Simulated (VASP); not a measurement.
Here is a VASP 6.6.1 calculation.

INCAR

```
SYSTEM = C
ALGO = Normal
EDIFF = 1E-6
EDIFFG = -0.01
ENCUT = 600
IBRION = 2
ISIF = 3
ISMEAR = 0
LASPH = .TRUE.
LCHARG = .FALSE.
LREAL = Auto
LWAVE = .FALSE.
NELM = 100
NSW = 100
PREC = Accurate
SIGMA = 0.05
```

File KPOINTS:

```
k-points
0
G
  6 6 4
  0 0 0
```

File POSCAR:

```
C
1.0
   -2.4103983044      2.4103983044      2.4103983044
    2.4103983044     -2.4103983044      2.4103983044
    4.8207966088      4.8207966088      0.0000000000
C
16
Direct
    0.3257413454      0.0009160421     -0.0001495852
    0.8257413454      0.5009160421      0.4998504148
    0.3375347189      0.3381804999      0.3371148726
    0.8332105413      0.8235238256      0.8395082357
    0.0002702611      0.3263871264     -0.0001495852
    0.5002702611      0.8263871264      0.4998504148
    0.8375347189      0.8381804999      0.1625859570
    0.3375347189      0.3381804999      0.6625859570
    0.0002702611      0.6754449578     -0.0001495852
    0.5002702611      0.1754449578      0.4998504148
    0.1630058033      0.1636515843      0.1625859570
    0.6630058033      0.6636515843      0.6625859570
    0.6747991768      0.0009160421     -0.0001495852
    0.1747991768      0.5009160421      0.4998504148
    0.6630058033      0.6636515843      0.3371148726
    0.1630058033      0.1636515843      0.8371148726
```

Potentials or basis: VASP PAW LDA potentials, release 64 (C).

Command:

```console
$ cat potpaw_LDA.64/C/POTCAR > POTCAR
$ mpirun -np 1 vasp_std > vasp.out
```

(1) Predict the relaxed volume.

(2) What does it give for the space group after relaxing (to 0.1 Å)?

Answers

(1) 7.01 Å³/atom.

(2) Im-3m (No. 229).
